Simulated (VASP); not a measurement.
The system is CuO.

```
CELL_PARAMETERS angstrom
3.42205 0.00000 0.00000
0.00000 3.42205 0.00000
0.00000 0.00000 4.26046
ATOMIC_POSITIONS crystal
Cu 0.00000 0.50000 0.00000
Cu 0.50000 0.00000 0.50000
O 0.00000 0.00000 0.25000
O 0.00000 0.00000 0.75000
```

```yaml
Program: VASP 6.6.1
Task: relaxation of cell and atoms
Functional: PBE
Potentials_or_basis: VASP PAW PBE potentials, release 64 (Cu, O)
Cutoff: 600 eV
k_mesh: 8 × 8 × 6
Occupations: fermi-dirac, width 0.05 eV
Spin: no spin polarisation
Hubbard_terms: Cu d U = 4.5 eV
```

At the start: pressure -3.3 GPa; volume 12.47 Å³/atom.

How do energy, volume and symmetry change on relaxing?

Over 9 steps the energy falls by 352.2 meV/atom and the volume is 11.03 Å³/atom (-11.5 %); space group P4_2/mmc (No. 131, to 0.1 Å) before and after.

Step by step:
```csv
step,energy change (eV),largest force (eV/Å),pressure (GPa),volume (Å³)
1,0.0000,0.0000,-3.32,49.89
2,-0.7578,0.0000,-2.67,47.82
3,-1.3906,0.0000,3.22,43.57
4,-1.3920,0.0000,4.44,42.90
5,-1.3812,0.0000,-4.55,45.32
6,-1.4072,0.0000,0.24,43.93
7,-1.4072,0.0000,0.40,43.91
8,-1.4085,0.0000,0.20,44.05
9,-1.4087,0.0000,0.10,44.13
```

Final structure:
```yaml
crystal:
  lattice:
    - [2.93214, 0.00000, 0.00000]
    - [0.00000, 2.93214, 0.00000]
    - [0.00000, 0.00000, 5.13315]
  atoms:
    - { symbol: Cu, position: [0.00000, 0.50000, 0.00000] }
    - { symbol: Cu, position: [0.50000, 0.00000, 0.50000] }
    - { symbol: O, position: [0.00000, 0.00000, 0.25000] }
    - { symbol: O, position: [0.00000, 0.00000, 0.75000] }
```

Caveat: a cell axis changed by over 15 % at a fixed basis, so the end point is rough; U without spin polarisation on a metal has little footing.
